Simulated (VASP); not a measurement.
The system is MgS.

```
CELL_PARAMETERS angstrom
-0.13051 2.81360 2.81360
2.81360 -0.13051 2.81360
2.81360 2.81360 -0.13051
ATOMIC_POSITIONS crystal
Mg 0.99585 0.99585 0.99585
S 0.25415 0.25415 0.25415
```

This cell differs from its parent crystal: epitaxial 111 strain +4.0%.

Base run:

* Program: VASP 6.6.1
* Functional: r2SCAN
* Potentials or basis: VASP PAW PBE potentials, release 64 (Mg, S)
* Cutoff: 520 eV
* k mesh: 8 × 8 × 8
* Occupations: gaussian, width 0.01 eV
* Spin: no spin polarisation

Its results: band gap on the k mesh 3.57 eV, direct; pressure -3.0 GPa; largest force 0.004 eV/Å.

The run is repeated on the same cell with these changes: functional from r2SCAN to PBE; occupations from gaussian, width 0.01 eV to fermi-dirac, width 0.02 eV. What comes out?

Band gap on the k mesh 2.93 eV, direct; pressure -1.8 GPa; largest force 0.012 eV/Å.

Caveats: the PAW data sets were made with another functional, which shifts forces and pressure a little (some runs).

A k mesh can miss the band edges.
